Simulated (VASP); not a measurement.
A run of VASP 6.6.1 is set up as follows.

The input POSCAR:

```
CaO
1.0
    0.0000000000      2.4035556950      2.4035556950
    2.4035556950      0.0000000000      2.4035556950
    2.4035556950      2.4035556950      0.0000000000
Ca O
1 1
Direct
    0.0000000000      0.0000000000      0.0000000000
    0.5000000000      0.5000000000      0.5000000000
```

INCAR.step1

```
PREC     = Accurate       # precision mode
ENCUT    = 520            # plane-wave cutoff, eV
EDIFF    = 1E-5           # SCF threshold, eV
ISMEAR   = 1              # smearing method
SIGMA    = 0.01           # smearing width, eV
LREAL    = False          # projectors in reciprocal space
LASPH    = True           # aspherical terms in the spheres
NELM     = 120            # most SCF steps
ALGO     = Normal         # electronic algorithm
ISIF     = 2              # what is computed and relaxed
LWAVE    = True           # write WAVECAR
GGA      = PE             # functional
NBANDS   = 15             # bands
GGA_COMPAT= False
```

The input INCAR.step2:

```
PREC     = Accurate       # precision mode
ENCUT    = 520            # plane-wave cutoff, eV
EDIFF    = 1E-6           # SCF threshold, eV
ISMEAR   = 1              # smearing method
SIGMA    = 0.01           # smearing width, eV
LREAL    = False          # projectors in reciprocal space
LASPH    = True           # aspherical terms in the spheres
NELM     = 120            # most SCF steps
ALGO     = Normal         # electronic algorithm
ISIF     = 2              # what is computed and relaxed
LWAVE    = False          # write WAVECAR
LCHARG   = True           # write CHGCAR
GGA      = PE             # functional
LHFCALC  = True           # exact exchange
AEXX     = 0.25           # exact-exchange fraction
PRECFOCK = Normal       
IVDW     = 12             # dispersion correction
LELF     = True           # ELF
LVHAR    = True         
ISTART   = 1            
NBANDS   = 15             # bands
GGA_COMPAT= False
```

The input KPOINTS:

```
Automatic mesh
0
Gamma
  6 6 6
```

Potentials or basis: VASP PAW PBE potentials, release 64 (Ca_sv, O).

Run with:

```sh
$ cat potpaw_PBE.64/Ca_sv/POTCAR potpaw_PBE.64/O/POTCAR > POTCAR
$ cp INCAR.step1 INCAR
$ mpirun -np 1 vasp_std > vasp.out
$ cp INCAR.step2 INCAR
$ mpirun -np 1 vasp_std > vasp.out
```

Question: Estimate the dispersion energy per atom.

Answer: -0.300 eV.

Question: What does it give for the pressure?

Answer: -3.7 GPa.

Question: Predict the band gap on the k mesh.

Answer: 6.05 eV (least direct gap 6.48 eV).

Caveat: the cell stands under tension; the PAW data sets were made with another functional, which shifts forces and pressure a little. A k mesh can miss the band edges.
